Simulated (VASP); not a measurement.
# MgS (Fm-3m) in VASP: notebook, part 2 of 2

VASP 6.6.1. Earlier steps stand in the parts before.

### Step 3. Single point, PBEsol

This run uses another cell than the first one, of 17.39 Å³/atom, 0.988 times its volume.

File INCAR:

```
ALGO = Normal ; EDIFF = 1E-7
ENCUT = 520 ; GGA = PS
ISIF = 2 ; ISMEAR = 0
LASPH = True ; LCHARG = False
LREAL = False ; LWAVE = False
NBANDS = 11 ; NELM = 80
PREC = Accurate ; SIGMA = 0.01
```

File KPOINTS:

```
k-points
0
Gamma
  8 8 8
```

File POSCAR:

```
MgS
1.0
    0.0000000000      2.5909905692      2.5909905692
    2.5909905692      0.0000000000      2.5909905692
    2.5909905692      2.5909905692      0.0000000000
Mg S
1 1
Direct
    0.0000000000      0.0000000000      0.0000000000
    0.5000000000      0.5000000000      0.5000000000
```

Potentials or basis: VASP PAW PBE potentials, release 64 (Mg, S).

The run is started by

```bash
$ cat potpaw_PBE.64/Mg/POTCAR potpaw_PBE.64/S/POTCAR > POTCAR
$ mpirun -np 1 vasp_std > vasp.out
```

OUTCAR:

```text
EDIFF = 1E-7
   ENCUT = 520
   GGA = PS
   ISIF = 2
   ISMEAR = 0
   LASPH = True
   LREAL = False
   NELM = 80
   PREC = Accurate

 ion  position               nearest neighbor table
   1  0.000  0.000  0.000-   2 2.59   2 2.59   2 2.59   2 2.59   2 2.59   2 2.59
   2  0.500  0.500  0.500-   1 2.59   1 2.59   1 2.59   1 2.59   1 2.59   1 2.59

  LATTYP: Found a face centered cubic cell.
 ALAT       =     5.1819811384

  Lattice vectors:

 A1 = (   0.0000000000,   2.5909905692,   2.5909905692)
 A2 = (   2.5909905692,   0.0000000000,   2.5909905692)
 A3 = (   2.5909905692,   2.5909905692,   0.0000000000)

Analysis of symmetry for initial positions (statically):
=====================================================================
 Subroutine PRICEL returns:
 Original cell was already a primitive cell.

 Routine SETGRP: Setting up the symmetry group for a
 face centered cubic supercell.

 Subroutine GETGRP returns: Found 48 space group operations
 (whereof 48 operations were pure point group operations)
 out of a pool of 48 trial point group operations.

The static configuration has the point symmetry O_h .

Analysis of symmetry for dynamics (positions and initial velocities):
[... 171 lines left out ...]
      4       3.7860      2.00000
      5       7.4760      0.00000
      6      11.6323      0.00000
      7      11.6323      0.00000
      8      11.6323      0.00000
      9      14.1110      0.00000
     10      14.1110      0.00000
     11      16.1114      0.00000
[... 309 lines left out ...]
 k-point    24 :      -0.3750    0.2500    0.1250
  band No.  band energies     occupation
      1      -7.4062      2.00000
      2      -0.6405      2.00000
      3       1.5712      2.00000
      4       2.5939      2.00000
      5       9.3184      0.00000
      6       9.8010      0.00000
      7      12.1714      0.00000
      8      13.1766      0.00000
      9      16.0015      0.00000
     10      17.1054      0.00000
     11      19.2794      0.00000

 [... further k-points ...]

------------------------ aborting loop because EDIFF is reached ----------------------------------------

  FORCE on cell =-STRESS in cart. coord.  units (eV):
  Direction    XX          YY          ZZ          XY          YZ          ZX
  --------------------------------------------------------------------------------------
  -------------------------------------------------------------------------------------
  Total       -0.0421165     -0.0421165     -0.0421165      0.0000000      0.0000000      0.0000000
  in kB       -1.9397048     -1.9397048     -1.9397048      0.0000000      0.0000000      0.0000000
  external PRESSURE =      -1.9397048 kB  Pullay stress =       0.0000000 kB

 VOLUME and BASIS-vectors are now :
 -----------------------------------------------------------------------------
  energy-cutoff  :      520.00
  volume of cell :       34.79
      direct lattice vectors                 reciprocal lattice vectors
     0.000000000  2.590990569  2.590990569    -0.192976387  0.192976387  0.192976387
     2.590990569  0.000000000  2.590990569     0.192976387 -0.192976387  0.192976387
     2.590990569  2.590990569  0.000000000     0.192976387  0.192976387 -0.192976387

 POSITION                                       TOTAL-FORCE (eV/Angst)
 -----------------------------------------------------------------------------------
      0.00000      0.00000      0.00000         0.000000      0.000000     -0.000000
      2.59099      2.59099      2.59099        -0.000000     -0.000000      0.000000
 -----------------------------------------------------------------------------------
    total drift:                                0.000000      0.000000      0.000000

  FREE ENERGIE OF THE ION-ELECTRON SYSTEM (eV)
  ---------------------------------------------------
  free  energy   TOTEN  =        -9.0750571102 eV

  energy  without entropy=       -9.0750571102  energy(sigma->0) =       -9.07505711
```

It took 10 s on 1 thread of Intel Xeon Platinum 8488C (Sapphire Rapids), shared host; peak memory 0.16 GiB.

Results:

```yaml
Free_energy: -9.0751 eV
Pressure: -0.2 GPa
Band_gap_on_the_k_mesh: 2.73 eV, indirect (least direct gap 3.69 eV)
```

Levels at points of the mesh, in eV from the valence-band top:
```
           k point  band 1  band 2  band 3  band 4  band 5  band 6  band 7  band 8
(0.00, 0.00, 0.00)  -12.75    0.00    0.00    0.00    3.69    7.85    7.85    7.85
(0.50, 0.00, 0.00)  -11.40   -4.96   -0.61   -0.61    4.42    6.84    6.84   10.20
(0.50, 0.50, 0.00)  -11.01   -4.33   -1.74   -1.74    2.73    4.21   11.99   12.86
```

Caveat: the PAW data sets were made with another functional, which shifts forces and pressure a little.

### Step 4. Relaxation of cell and atoms, PBEsol

This run uses another cell than the first one, of 17.39 Å³/atom, 0.988 times its volume.

File INCAR:

```
ALGO = Normal ; EDIFF = 1E-6
EDIFFG = -0.001 ; ENCUT = 600
GGA = PS ; IBRION = 2
ISIF = 3 ; ISMEAR = 0
LASPH = True ; LCHARG = False
LREAL = False ; LWAVE = False
NELM = 60 ; NSW = 80
PREC = Accurate ; SIGMA = 0.01
```

KPOINTS is that of step 3.

POSCAR is that of step 3.

The run is started by

```bash
$ cat potpaw_PBE.64/Mg/POTCAR potpaw_PBE.64/S/POTCAR > POTCAR
$ mpirun -np 1 vasp_std > vasp.out
```

It took 16 s on 1 thread of Intel Xeon Platinum 8488C (Sapphire Rapids), shared host; peak memory 0.17 GiB.

It converged, with:

```
Free energy                            : -9.0755 eV
Relaxed volume                         : 17.36 Å³/atom
Relaxed cell                           : a = 3.662 Å, b = 3.662 Å, c = 3.662 Å, α = 60.00°, β = 60.00°, γ = 60.00°
Space group after relaxing (to 0.05 Å) : Fm-3m (No. 225)
Energy gained by relaxing              : 0.0 meV/atom
Ionic steps                            : 3
Pressure after relaxing                : 0.0 GPa
Band gap on the k mesh                 : 2.73 eV, indirect (least direct gap 3.71 eV)
```

Final structure:
```yaml
crystal:
  lattice:
    - [0.00000, 2.58909, 2.58909]
    - [2.58909, 0.00000, 2.58909]
    - [2.58909, 2.58909, 0.00000]
  atoms:
    - { symbol: Mg, position: [0.00000, 0.00000, 0.00000] }
    - { symbol: S, position: [0.50000, 0.50000, 0.50000] }
```

Levels at points of the mesh, in eV from the valence-band top:
| k point | band 2 | band 3 | band 4 | band 5 | band 6 | band 7 |
| --- | --- | --- | --- | --- | --- | --- |
| (0.00, 0.00, 0.00) | 0.00 | 0.00 | 0.00 | 3.71 | 7.84 | 7.84 |
| (0.50, 0.00, 0.00) | -4.97 | -0.62 | -0.62 | 4.42 | 6.84 | 6.84 |
| (0.50, 0.50, 0.00) | -4.34 | -1.74 | -1.74 | 2.73 | 4.20 | 12.01 |

Caveat: the PAW data sets were made with another functional, which shifts forces and pressure a little.

### Step 5. Single point, PBEsol

This run uses another cell than the first one, of 17.39 Å³/atom, 0.988 times its volume.

File INCAR:

```
SYSTEM = MgS
  PREC = Accurate
  ENCUT = 520
  EDIFF = 1E-6
  ISMEAR = 0
  SIGMA = 0.02
  LREAL = .FALSE.
  LASPH = .TRUE.
  NELM = 60
  ALGO = Normal
  ISIF = 2
  LWAVE = .FALSE.
  LCHARG = .FALSE.
  GGA = PS
  NBANDS = 11
```

File KPOINTS:

```
Automatic mesh
0
G
  8 8 8
  0 0 0
```

File POSCAR:

```
MgS
1.0
    0.0000000000      2.5909905695      2.5909905695
    2.5909905695      0.0000000000      2.5909905695
    2.5909905695      2.5909905695      0.0000000000
Mg S
1 1
Direct
    0.0000000000      0.0000000000      0.0000000000
    0.5000000000      0.5000000000      0.5000000000
```

The run is started by

```bash
$ cat potpaw_PBE.64/Mg/POTCAR potpaw_PBE.64/S/POTCAR > POTCAR
$ mpirun -np 1 vasp_std > vasp.out
```

Wall time 7.2 s (1 thread of AMD EPYC 9R14 (Zen 4), shared host); peak memory 0.12 GiB.

The run converged. Its results:

```yaml
Free_energy: -9.0751 eV
Pressure: -0.2 GPa
Band_gap_on_the_k_mesh: 2.73 eV, indirect (least direct gap 3.69 eV)
```

Levels at points of the mesh, in eV from the valence-band top:
```tsv
k point	band 1	band 2	band 3	band 4	band 5	band 6	band 7	band 8
(0.00, 0.00, 0.00)	-12.75	0.00	0.00	0.00	3.69	7.85	7.85	7.85
(0.50, 0.00, 0.00)	-11.40	-4.96	-0.61	-0.61	4.42	6.84	6.84	10.20
(0.50, 0.50, 0.00)	-11.01	-4.33	-1.74	-1.74	2.73	4.21	11.99	12.86
```

Caveat: the PAW data sets were made with another functional, which shifts forces and pressure a little. A hybrid or GW would open this gap; PBEsol tends to underestimate it.

### Step 6. Single point, PBEsol

This run uses another cell than the first one, of 17.39 Å³/atom, 0.988 times its volume.

File INCAR:

```
ALGO = Normal ; EDIFF = 1E-7
ENCUT = 520 ; GGA = PS
ISIF = 2 ; ISMEAR = 0
LASPH = True ; LCHARG = False
LREAL = False ; LWAVE = False
NBANDS = 11 ; NELM = 80
PREC = Accurate ; SIGMA = 0.01
```

File KPOINTS:

```
k-points
0
Gamma
  8 8 8
```

POSCAR is that of step 5.

Potentials or basis: VASP PAW PBE potentials, release 64 (Mg, S).

The run is started by

```bash
$ cat potpaw_PBE.64/Mg/POTCAR potpaw_PBE.64/S/POTCAR > POTCAR
$ mpirun -np 1 vasp_std > vasp.out
```

It took 8 s on 1 thread of AMD EPYC 9R14 (Zen 4), shared host; peak memory 0.13 GiB.

The run converged. Its results:

* Free energy: -9.0751 eV
* Pressure: -0.2 GPa
* Band gap on the k mesh: 2.73 eV, indirect (least direct gap 3.69 eV)

Levels at points of the mesh, in eV from the valence-band top:
```csv
k point,band 2,band 3,band 4,band 5,band 6,band 7
"(0.00, 0.00, 0.00)",0.00,0.00,0.00,3.69,7.85,7.85
"(0.50, 0.00, 0.00)",-4.96,-0.61,-0.61,4.42,6.84,6.84
"(0.50, 0.50, 0.00)",-4.33,-1.74,-1.74,2.73,4.21,11.99
```

Caveat: the PAW data sets were made with another functional, which shifts forces and pressure a little.

### Step 7. The runs side by side

| task | cell | cutoff (eV) | smearing | gap on the mesh (eV) | pressure (GPa) | relaxed volume (Å³/atom) |
| --- | --- | --- | --- | --- | --- | --- |
| relaxation of cell and atoms | relaxed from a = 3.679 Å, angles 60.0°, 2 atoms | 600 | gaussian 0.02 eV | 2.73 | 0.0 | 17.36 |
| single point | a = 3.664 Å, angles 60.0°, 2 atoms | 520 | gaussian 0.01 eV | 2.73 | -0.2 | - |
| relaxation of cell and atoms | relaxed from a = 3.664 Å, angles 60.0°, 2 atoms | 600 | gaussian 0.01 eV | 2.73 | 0.0 | 17.36 |
| single point | a = 3.664 Å, angles 60.0°, 2 atoms | 520 | gaussian 0.02 eV | 2.73 | -0.2 | - |

Alike in all rows: level PBEsol; potentials or basis VASP PAW PBE potentials, release 64 (Mg, S); no spin polarisation; k mesh 8 × 8 × 8.

Caveats: the PAW data sets were made with another functional, which shifts forces and pressure a little.

Absolute energies hang on the potentials; compare differences alone.
